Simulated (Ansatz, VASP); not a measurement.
# SiO2: VASP beside Ansatz

```
Si O
1.0
     4.85495    0.00000    0.00000
     0.00000    4.85495    0.00000
     0.00000    0.00000    7.17947
Si O
4 8
Direct
  0.00000 0.00000 0.00000
  0.00000 0.50000 0.25000
  0.50000 0.50000 0.50000
  0.50000 0.00000 0.75000
  0.11380 0.25000 0.12500
  0.25000 0.61380 0.37500
  0.75000 0.38620 0.37500
  0.88620 0.75000 0.12500
  0.61380 0.75000 0.62500
  0.75000 0.11380 0.87500
  0.25000 0.88620 0.87500
  0.38620 0.25000 0.62500
```

Change from the starting cell: equal strain along all axes, cell held, atoms relaxed: -1.5 %.

Alike in both runs: functional LDA; k mesh 6 × 6 × 4; occupations gaussian, width 0.02 eV; no spin polarisation.

Ansatz relaxed the structure, and its values are those at the end. VASP's run is a single point on that final structure, the one shown.

|  | VASP | Ansatz |
| --- | --- | --- |
| version | VASP 6.6.1 | Ansatz 0.2.0 |
| potentials or method | VASP PAW LDA potentials, release 64 (Si, O), cutoff 520 eV | scalar-relativistic, plane waves, PAW |
| valence electrons in the cell | 64 | 64 |

|  | VASP | Ansatz | Ansatz less VASP |
| --- | --- | --- | --- |
| gap on the k mesh at the Fermi level (eV) | 5.93 | 5.93 | +0.001 |
| least direct gap on the mesh (eV) | 5.93 | 5.93 | +0.001 |
| pressure (GPa) | 1.7 | 1.1 | -0.61 |
| rms of the force components (eV/Å) | 0.017 | 0.000 | -0.0164 |

LDA's correlation is that of Perdew and Zunger in VASP and of Perdew and Wang (1992) in Ansatz. Ansatz's warnings: stress scf threshold loose.
